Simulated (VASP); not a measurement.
# VSi (WC type) (P-6m2) in VASP: a series of runs

VSi (WC type) is run at these levels: LDA; tasks: single point.

All numbers are computed with VASP 6.6.1; they aren't measurements. Logs are shortened: lines on timing, memory, paths and dates and some standing lists are left out, and cuts for length are marked.

### Step 1. The cell of the first run

Symmetry: P-6m2, No. 187, hexagonal system. The conventional cell has a = 2.468 Å, b = 2.468 Å, c = 3.708 Å, α = 90.00°, β = 90.00°, γ = 120.00°. Within 3.1 Å of V (site symmetry -6m2) lie 6 Si at 2.34 Å and 6 V at 2.47 Å. Within 3.1 Å of Si (site symmetry -6m2) lie 6 V at 2.34 Å and 6 Si at 2.47 Å.

### Step 2. Single point, LDA

INCAR

```
SYSTEM = VSi
PREC     = Accurate       ! precision mode
ENCUT    = 520            ! plane-wave cutoff, eV
EDIFF    = 1E-6           ! SCF threshold, eV
ISMEAR   = -1             ! smearing method
SIGMA    = 0.1            ! smearing width, eV
LREAL    = .FALSE.        ! projectors in reciprocal space
LASPH    = .TRUE.         ! aspherical terms in the spheres
NELM     = 60             ! most SCF steps
ALGO     = Normal         ! electronic algorithm
ISIF     = 2              ! what is computed and relaxed
LWAVE    = .FALSE.        ! write WAVECAR
LCHARG   = .FALSE.        ! write CHGCAR
GGA      = CA             ! functional
NBANDS   = 16             ! bands
```

KPOINTS

```
Automatic mesh
0
G
  15 15 13
  0 0 0
```

POSCAR

```
VSi
1.0
    2.4677966455      0.0000000000      0.0000000000
   -1.2338983227      2.1371745863      0.0000000000
    0.0000000000      0.0000000000      3.7082258934
V Si
1 1
Direct
    0.0000000000      0.0000000000      0.0000000000
    0.3333333333      0.6666666667      0.5000000000
```

Potentials or basis: VASP PAW LDA potentials, release 64 (V_sv, Si).

On the command line:

```console
$ cat potpaw_LDA.64/V_sv/POTCAR potpaw_LDA.64/Si/POTCAR > POTCAR
$ mpirun -np 1 vasp_std > vasp.out
```

OUTCAR:

```text
SYSTEM = VSi
   PREC = Accurate
   ENCUT = 520
   EDIFF = 1E-6
   ISMEAR = -1
   LREAL = .FALSE.
   LASPH = .TRUE.
   NELM = 60
   ISIF = 2
   GGA = CA

 ion  position               nearest neighbor table
   1  0.000  0.000  0.000-   2 2.34   2 2.34   2 2.34   2 2.34   2 2.34   2 2.34
   2  0.333  0.667  0.500-   1 2.34   1 2.34   1 2.34   1 2.34   1 2.34   1 2.34

  LATTYP: Found a hexagonal cell.
 ALAT       =     2.4677966455
 C/A-ratio  =     1.5026464600

  Lattice vectors:

 A1 = (   2.4677966455,   0.0000000000,   0.0000000000)
 A2 = (  -1.2338983227,   2.1371745863,   0.0000000000)
 A3 = (   0.0000000000,   0.0000000000,   3.7082258934)

Analysis of symmetry for initial positions (statically):
=====================================================================
 Subroutine PRICEL returns:
 Original cell was already a primitive cell.

 Routine SETGRP: Setting up the symmetry group for a
 hexagonal supercell.

 Subroutine GETGRP returns: Found 12 space group operations
 (whereof 12 operations were pure point group operations)
 out of a pool of 24 trial point group operations.

The static configuration has the point symmetry D_3h.

Analysis of symmetry for dynamics (positions and initial velocities):
=====================================================================
 Subroutine PRICEL returns:
 Original cell was already a primitive cell.

 Routine SETGRP: Setting up the symmetry group for a
 hexagonal supercell.

 Subroutine GETGRP returns: Found 12 space group operations
 (whereof 12 operations were pure point group operations)
 out of a pool of 24 trial point group operations.

The dynamic configuration has the point symmetry D_3h.

 Subroutine INISYM returns: Found 12 space group operations
 (whereof 12 operations are pure point group operations),
 and found     1 'primitive' translations

----------------------------------------------------------------------------------------

                                     Primitive cell

  volume of cell :      19.5576

  direct lattice vectors                    reciprocal lattice vectors
     2.467796645  0.000000000  0.000000000     0.405219774  0.233953746  0.000000000
    -1.233898323  2.137174586  0.000000000     0.000000000  0.467907492  0.000000000
     0.000000000  0.000000000  3.708225893     0.000000000  0.000000000  0.269670734

  length of vectors
     2.467796645  2.467796645  3.708225893     0.467907492  0.467907492  0.269670734

  position of ions in fractional coordinates (direct lattice)
     0.000000000  0.000000000  0.000000000
     0.333333333  0.666666667  0.500000000

  ion indices of the primitive-cell ions
   primitive index   ion index
                 1           1
                 2           2

----------------------------------------------------------------------------------------

 KPOINTS: Automatic mesh

Automatic generation of k-mesh.
 Grid dimensions read from file:
 generate k-points for:   15   15   13

 Generating k-lattice:

  Cartesian coordinates                     Fractional coordinates (reciprocal lattice)
     0.027014652  0.015596916  0.000000000     0.066666667  0.000000000  0.000000000
     0.000000000  0.031193833  0.000000000     0.000000000  0.066666667  0.000000000
     0.000000000  0.000000000  0.020743903     0.000000000  0.000000000  0.076923077

  Length of vectors
     0.031193833  0.031193833  0.020743903

  Shift w.r.t. Gamma in fractional coordinates (k-lattice)
     0.000000000  0.000000000  0.000000000

 Subroutine IBZKPT returns following result:
 ===========================================

 Found    189 irreducible k-points:

 Following reciprocal coordinates:
            Coordinates               Weight
  0.000000  0.000000  0.000000      1.000000
  0.066667  0.000000  0.000000      6.000000
  0.133333  0.000000  0.000000      6.000000
  0.200000  0.000000  0.000000      6.000000
  0.266667  0.000000  0.000000      6.000000
  0.333333  0.000000  0.000000      6.000000
[... 16 lines left out ...]
  0.333333  0.200000  0.000000     12.000000
  0.400000  0.200000  0.000000      6.000000
 [... further k-points ...]
   k-points           NKPTS =    189   k-points in BZ     NKDIM =    189   number of bands    NBANDS=     16
   number of dos      NEDOS =    301   number of ions     NIONS =      2
   total plane-waves  NPLWV =   9072
   dimension x,y,z NGX =    18 NGY =   18 NGZ =   28
   dimension x,y,z NGXF=    36 NGYF=   36 NGZF=   56
   ions per type =               1   1
   NGX,Y,Z   is equivalent  to a cutoff of  12.13, 12.13, 12.55 a.u.
   NGXF,Y,Z  is equivalent  to a cutoff of  24.25, 24.25, 25.11 a.u.
 SYSTEM =  VSi
   PREC   = accura    normal or accurate (medium, high low for compatibility)
   ISTART =      0    job   : 0-new  1-cont  2-samecut
   ICHARG =      2    charge: 1-file 2-atom 10-const
   ISPIN  =      1    spin polarized calculation?
   LNONCOLLINEAR =      F non collinear calculations
   LSORBIT =      F    spin-orbit coupling
   LASPH  =      T    aspherical Exc in radial PAW
   ENCUT  =  520.0 eV  38.22 Ry    6.18 a.u.   4.59  4.59  6.89*2*pi/ulx,y,z
   NELM   =     60;   NELMIN=  2; NELMDL= -5     # of ELM steps
   EDIFF  = 0.1E-05   stopping-criterion for ELM
   LREAL  =      F    real-space projection
   EDIFFG = 0.1E-04   stopping-criterion for IOM
   NSW    =      0    number of steps for IOM
   IBRION =     -1    ionic relax: 0-MD 1-quasi-New 2-CG
   NFREE  =      0    steps in history (QN), initial steepest desc. (CG)
   ISIF   =      2    stress and relaxation
   ISYM   =      2    0-nonsym 1-usesym 2-fastsym
   POTIM  = 0.5000    time-step for ionic-motion
   TEBEG  =    0.0;   TEEND  =   0.0 temperature during run
   PSTRESS=    0.0 pullay stress
   NELECT =      17.0000    total number of electrons
   NUPDOWN=      -1.0000    fix difference up-down
   EMIN   =  10.00;   EMAX   =-10.00  energy-range for DOS
   EFERMI =   0.00;   METHOD = LEGACY
   ISMEAR =    -1;   SIGMA  =   0.10  broadening in eV -4-tet -1-fermi 0-gaus
   EFERMI_NEDOS =   21; number of points for ismear=-14 and -15
   IALGO  =     38    algorithm
   IMIX   =      4    mixing-type and parameters
     AMIX     =   0.40;   BMIX     =  1.00
     AMIX_MAG =   1.60;   BMIX_MAG =  1.00
  volume/ion in A,a.u.               =       9.78        65.99
  Fermi-wavevector in a.u.,A,eV,Ry     =   1.562377  2.952465 33.212137  2.441023
  Thomas-Fermi vector in A             =   2.665305
   LORBIT       =      0    0 simple, 1 ext, 2 COOP (PROOUT), +10 PAW based schemes
   GGA     = CA    functional components
   LHFCALC =     F    Hartree Fock is set to
   AEXX    =    0.0000 exact exchange contribution
   IVDW    =     0    specifies the selected vdW correction
   LEPSILON=     F    determine dielectric tensor
   LRPA    =     F    only Hartree local field effects (RPA)
 non-spin polarized calculation
  energy-cutoff  :      520.00
  volume of cell :       19.56
 maximum number of plane-waves:       540
   NGX =  9   NGY =  9   NGZ = 13

 number of electron      16.9999992 magnetization

 Free energy of the ion-electron system (eV)
  ---------------------------------------------------
  ext. energy  EPLUGINS =         0.00000000
  ---------------------------------------------------
  free energy    TOTEN  =       -15.59802574 eV

  energy without entropy =      -15.55594342  energy(sigma->0) =      -15.57698458

 E-fermi :  15.1486     XC(G=0): -14.0033

 val. band max:       15.1403465275   @ k =   0.0667   0.0000   0.3846
 cond. band min:      15.1497195177   @ k =   0.0667   0.0000   0.4615
 fundamental gap:      0.0093729902
 Fermi energy:        15.1485729754

 k-point     1 :       0.0000    0.0000    0.0000
  band No.  band energies     occupation
      1     -47.9611      2.00000
      2     -22.5266      2.00000
      3     -21.3858      2.00000
      4     -21.3858      2.00000
      5       0.3566      2.00000
      6      11.0243      2.00000
[... 8 lines left out ...]
     15      29.5298      0.00000
     16      29.5298      0.00000

 k-point     2 :       0.0667    0.0000    0.0000
  band No.  band energies     occupation
      1     -47.9474      2.00000
      2     -22.5143      2.00000
      3     -21.4542      2.00000
      4     -21.4004      2.00000
      5       0.5035      2.00000
      6      11.1818      2.00000
[... 8 lines left out ...]
     15      29.5866      0.00000
     16      30.8086      0.00000

 k-point     3 :       0.1333    0.0000    0.0000
  band No.  band energies     occupation
      1     -47.9084      2.00000
      2     -22.4792      2.00000
      3     -21.6455      2.00000
      4     -21.4418      2.00000
      5       0.9390      2.00000
      6      11.4652      2.00000
[... 8 lines left out ...]
     15      29.0734      0.00000
     16      32.1656      0.00000

 k-point     4 :       0.2000    0.0000    0.0000
  band No.  band energies     occupation
      1     -47.8504      2.00000
      2     -22.4273      2.00000
      3     -21.9222      2.00000
      4     -21.5023      2.00000
      5       1.6497      2.00000
      6      11.2280      2.00000
[... 8 lines left out ...]
     15      28.4319      0.00000
     16      30.2318      0.00000
[... 324 lines left out ...]
 k-point    22 :       0.2667    0.2000    0.0000
  band No.  band energies     occupation
      1     -47.6539      2.00000
      2     -22.5905      2.00000
      3     -22.2524      2.00000
      4     -21.9301      2.00000
      5       5.3715      2.00000
      6      10.9848      2.00000
[... 8 lines left out ...]
     15      26.8069      0.00000
     16      30.0209      0.00000

 k-point    23 :       0.3333    0.2000    0.0000
  band No.  band energies     occupation
      1     -47.6208      2.00000
      2     -22.6754      2.00000
      3     -22.2231      2.00000
      4     -22.0240      2.00000
      5       6.8070      2.00000
      6      10.3487      2.00000
[... 8 lines left out ...]
     15      26.1290      0.00000
     16      29.3067      0.00000

 k-point    24 :       0.4000    0.2000    0.0000
  band No.  band energies     occupation
      1     -47.6090      2.00000
      2     -22.7041      2.00000
      3     -22.2127      2.00000
      4     -22.0584      2.00000
      5       7.9094      2.00000
      6       9.2283      2.00000
[... 8 lines left out ...]
     15      25.8183      0.00000
     16      29.0735      0.00000

 [... further k-points ...]
[... 5 lines left out ...]
  --------------------------------------------------------------------------------------
  -------------------------------------------------------------------------------------
  Total        9.7730787      9.7730787      9.8165260      0.0000000      0.0000000     -0.0000000
  in kB      800.6199816    800.6199815    804.1792255      0.0000000      0.0000000     -0.0000000
  external PRESSURE =     801.8063962 kB  Pullay stress =       0.0000000 kB

 VOLUME and BASIS-vectors are now :
 -----------------------------------------------------------------------------
  energy-cutoff  :      520.00
  volume of cell :       19.56
      direct lattice vectors                 reciprocal lattice vectors
     2.467796645  0.000000000  0.000000000     0.405219774  0.233953746  0.000000000
    -1.233898323  2.137174586  0.000000000     0.000000000  0.467907492  0.000000000
     0.000000000  0.000000000  3.708225893     0.000000000  0.000000000  0.269670734

 POSITION                                       TOTAL-FORCE (eV/Angst)
 -----------------------------------------------------------------------------------
      0.00000      0.00000      0.00000         0.000000     -0.000000      0.000000
     -0.00000      1.42478      1.85411        -0.000000      0.000000      0.000000
 -----------------------------------------------------------------------------------
    total drift:                               -0.000000      0.000000      0.000000

  FREE ENERGIE OF THE ION-ELECTRON SYSTEM (eV)
  ---------------------------------------------------
  free  energy   TOTEN  =       -15.5980257377 eV

  energy  without entropy=      -15.5559434185  energy(sigma->0) =      -15.57698458
```

It took 17 s on 1 thread of Intel Xeon 6975P-C (Granite Rapids), shared host; peak memory 0.16 GiB.

Results:

| Quantity | Value |
| --- | --- |
| Free energy | -15.5980 eV |
| Pressure | 80.2 GPa |

Stress tensor (GPa, compression positive):
```
80.06  0.00  0.00
 0.00 80.06  0.00
 0.00  0.00 80.42
```

Levels at points of the mesh, in eV from the Fermi level:
```tsv
k point	band 6	band 7	band 8	band 9	band 10	band 11
(0.00, 0.00, 0.00)	-4.12	-3.45	0.10	0.10	2.22	2.22
```

### Step 3. Single point, LDA

INCAR

```
PREC = Accurate ; ENCUT = 520
EDIFF = 1E-6 ; ISMEAR = -1
SIGMA = 0.1 ; LREAL = False
LASPH = True ; NELM = 80
ALGO = Normal ; ISIF = 2
LWAVE = False ; LCHARG = False
NBANDS = 16
```

KPOINTS

```
regular mesh
0
Gamma
  15 15 13
```

POSCAR

```
VSi
1.0
    2.4675251348      0.0000000001      0.0000000000
   -1.2337625675      2.1369394512      0.0000000000
    0.0000000000      0.0000000000      3.7089667163
V Si
1 1
Direct
    0.0000000000      0.0000000000      0.0000000000
    0.3333333333      0.6666666667      0.5000000000
```

Potentials or basis: VASP PAW LDA potentials, release 64 (V_sv, Si).

On the command line:

```console
$ cat potpaw_LDA.64/V_sv/POTCAR potpaw_LDA.64/Si/POTCAR > POTCAR
$ mpirun -np 1 vasp_std > vasp.out
```

OUTCAR:

```text
PREC = Accurate
   ENCUT = 520
   EDIFF = 1E-6
   ISMEAR = -1
   LREAL = False
   LASPH = True
   NELM = 80
   ISIF = 2

 ion  position               nearest neighbor table
   1  0.000  0.000  0.000-   2 2.34   2 2.34   2 2.34   2 2.34   2 2.34   2 2.34
   2  0.333  0.667  0.500-   1 2.34   1 2.34   1 2.34   1 2.34   1 2.34   1 2.34

  LATTYP: Found a hexagonal cell.
 ALAT       =     2.4675251348
 C/A-ratio  =     1.5031120308

  Lattice vectors:

 A1 = (   2.4675251348,   0.0000000001,   0.0000000000)
 A2 = (  -1.2337625675,   2.1369394512,   0.0000000000)
 A3 = (   0.0000000000,   0.0000000000,   3.7089667163)

Analysis of symmetry for initial positions (statically):
=====================================================================
 Subroutine PRICEL returns:
 Original cell was already a primitive cell.

 Routine SETGRP: Setting up the symmetry group for a
 hexagonal supercell.

 Subroutine GETGRP returns: Found 12 space group operations
 (whereof 12 operations were pure point group operations)
 out of a pool of 24 trial point group operations.

The static configuration has the point symmetry D_3h.

Analysis of symmetry for dynamics (positions and initial velocities):
=====================================================================
 Subroutine PRICEL returns:
 Original cell was already a primitive cell.

 Routine SETGRP: Setting up the symmetry group for a
 hexagonal supercell.

 Subroutine GETGRP returns: Found 12 space group operations
 (whereof 12 operations were pure point group operations)
 out of a pool of 24 trial point group operations.

The dynamic configuration has the point symmetry D_3h.

 Subroutine INISYM returns: Found 12 space group operations
 (whereof 12 operations are pure point group operations),
 and found     1 'primitive' translations
[... 102 lines left out ...]
   ISYM   =      2    0-nonsym 1-usesym 2-fastsym
   POTIM  = 0.5000    time-step for ionic-motion
   TEBEG  =    0.0;   TEEND  =   0.0 temperature during run
   PSTRESS=    0.0 pullay stress
   NELECT =      17.0000    total number of electrons
   NUPDOWN=      -1.0000    fix difference up-down
   EMIN   =  10.00;   EMAX   =-10.00  energy-range for DOS
   EFERMI =   0.00;   METHOD = LEGACY
   ISMEAR =    -1;   SIGMA  =   0.10  broadening in eV -4-tet -1-fermi 0-gaus
   EFERMI_NEDOS =   21; number of points for ismear=-14 and -15
   IALGO  =     38    algorithm
   IMIX   =      4    mixing-type and parameters
     AMIX     =   0.40;   BMIX     =  1.00
     AMIX_MAG =   1.60;   BMIX_MAG =  1.00
  volume/ion in A,a.u.               =       9.78        65.99
  Fermi-wavevector in a.u.,A,eV,Ry     =   1.562388  2.952485 33.212586  2.441056
  Thomas-Fermi vector in A             =   2.665314
   LORBIT       =      0    0 simple, 1 ext, 2 COOP (PROOUT), +10 PAW based schemes
   GGA     = CA    functional components
   LHFCALC =     F    Hartree Fock is set to
   AEXX    =    0.0000 exact exchange contribution
   IVDW    =     0    specifies the selected vdW correction
   LEPSILON=     F    determine dielectric tensor
   LRPA    =     F    only Hartree local field effects (RPA)
 non-spin polarized calculation
  energy-cutoff  :      520.00
  volume of cell :       19.56
 maximum number of plane-waves:       540
   NGX =  9   NGY =  9   NGZ = 13

 number of electron      16.9999992 magnetization

 Free energy of the ion-electron system (eV)
  ---------------------------------------------------
  ext. energy  EPLUGINS =         0.00000000
  ---------------------------------------------------
  free energy    TOTEN  =       -15.59783627 eV

  energy without entropy =      -15.55573929  energy(sigma->0) =      -15.57678778

 E-fermi :  15.1497     XC(G=0): -14.0034

 val. band max:       15.1415002995   @ k =   0.0667   0.0000   0.3846
 cond. band min:      15.1508497481   @ k =   0.0667   0.0000   0.4615
 fundamental gap:      0.0093494486
 Fermi energy:        15.1497038751

 k-point     1 :       0.0000    0.0000    0.0000
  band No.  band energies     occupation
      1     -47.9605      2.00000
      2     -22.5259      2.00000
      3     -21.3844      2.00000
      4     -21.3844      2.00000
      5       0.3556      2.00000
      6      11.0247      2.00000
[... 433 lines left out ...]
      3     -22.2117      2.00000
      4     -22.0576      2.00000
      5       7.9101      2.00000
      6       9.2296      2.00000
[... 8 lines left out ...]
     15      25.8178      0.00000
     16      29.0718      0.00000

 [... further k-points ...]
[... 5 lines left out ...]
  --------------------------------------------------------------------------------------
  -------------------------------------------------------------------------------------
  Total        9.7767401      9.7767401      9.8055014     -0.0000000     -0.0000000     -0.0000000
  in kB      800.9361872    800.9361873    803.2923885     -0.0000000     -0.0000000     -0.0000000
  external PRESSURE =     801.7215877 kB  Pullay stress =       0.0000000 kB

 VOLUME and BASIS-vectors are now :
 -----------------------------------------------------------------------------
  energy-cutoff  :      520.00
  volume of cell :       19.56
      direct lattice vectors                 reciprocal lattice vectors
     2.467525135  0.000000000  0.000000000     0.405264362  0.233979489  0.000000000
    -1.233762567  2.136939451  0.000000000    -0.000000000  0.467958977  0.000000000
     0.000000000  0.000000000  3.708966716     0.000000000  0.000000000  0.269616871

 POSITION                                       TOTAL-FORCE (eV/Angst)
 -----------------------------------------------------------------------------------
      0.00000      0.00000      0.00000        -0.000000      0.000000      0.000000
     -0.00000      1.42463      1.85448         0.000000     -0.000000      0.000000
 -----------------------------------------------------------------------------------
    total drift:                               -0.000000      0.000000      0.000000

  FREE ENERGIE OF THE ION-ELECTRON SYSTEM (eV)
  ---------------------------------------------------
  free  energy   TOTEN  =       -15.5978362690 eV

  energy  without entropy=      -15.5557392917  energy(sigma->0) =      -15.57678778
```

Wall time 17 s (1 thread of Intel Xeon 6975P-C (Granite Rapids), shared host); peak memory 0.16 GiB.

What came out:

| Property | Result |
| --- | --- |
| Free energy | -15.5978 eV |
| Pressure | 80.2 GPa |

Stress tensor (GPa, compression positive):
```
80.09  0.00  0.00
 0.00 80.09  0.00
 0.00  0.00 80.33
```

Levels at points of the mesh, in eV from the Fermi level:
```
           k point  band 4  band 5  band 6  band 7  band 8  band 9  band 10  band 11  band 12  band 13
(0.00, 0.00, 0.00)  -36.53  -14.79   -4.13   -3.45    0.10    0.10     2.22     2.22     5.79    13.09
```
